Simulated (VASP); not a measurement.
The system is Ta.

```
Ta
1.0
     2.90037    0.00000    0.00000
    -1.45019    2.51180    0.00000
     0.00000    0.00000    5.16627
Ta
2
Cartesian
  1.4502 0.8373 3.8747
  0.0000 1.6745 1.2916
```

This isn't the form of Ta at room conditions, which is bcc.

- Program: VASP 6.6.1
- Task: relaxation of cell and atoms
- Functional: PBEsol
- Dispersion: D3(BJ)
- Potentials or basis: VASP PAW PBE potentials, release 64 (Ta_pv)
- Cutoff: 600 eV
- k mesh: 12 × 12 × 6
- Occupations: methfessel-paxton, width 0.1 eV
- Spin: no spin polarisation

At the start: pressure -13.3 GPa; volume 18.82 Å³/atom.

Task: How do energy, volume and symmetry change on relaxing?

Result: Over 9 steps the energy falls by 56.5 meV/atom and the volume is 17.53 Å³/atom (-6.8 %); space group P6_3/mmc (No. 194, to 0.1 Å) before and after.

The path:
```
step  energy change (eV)  largest force (eV/Å)  pressure (GPa)  volume (Å³)
   1              0.0000                0.0000          -13.32        37.64
   2              0.6014                0.0000           48.97        29.74
   3             -0.1125                0.0000           -0.95        35.23
   4             -0.1129                0.0000           -0.17        35.10
   5             -0.1129                0.0000            0.14        35.05
   6             -0.1130                0.0000           -0.29        35.11
   7             -0.1130                0.0000           -0.13        35.09
   8             -0.1130                0.0000            0.11        35.05
   9             -0.1130                0.0000            0.01        35.07
```

Final structure:
```xyz
2
Lattice="2.8334 0.0000 0.0000 -1.4167 2.4538 0.0000 0.0000 0.0000 5.0435" Properties=species:S:1:pos:R:3 pbc="T T T"
Ta    1.4167    0.8179    3.7826
Ta    0.0000    1.6359    1.2609
```

Caveat: the PAW data sets were made with another functional, which shifts forces and pressure a little.
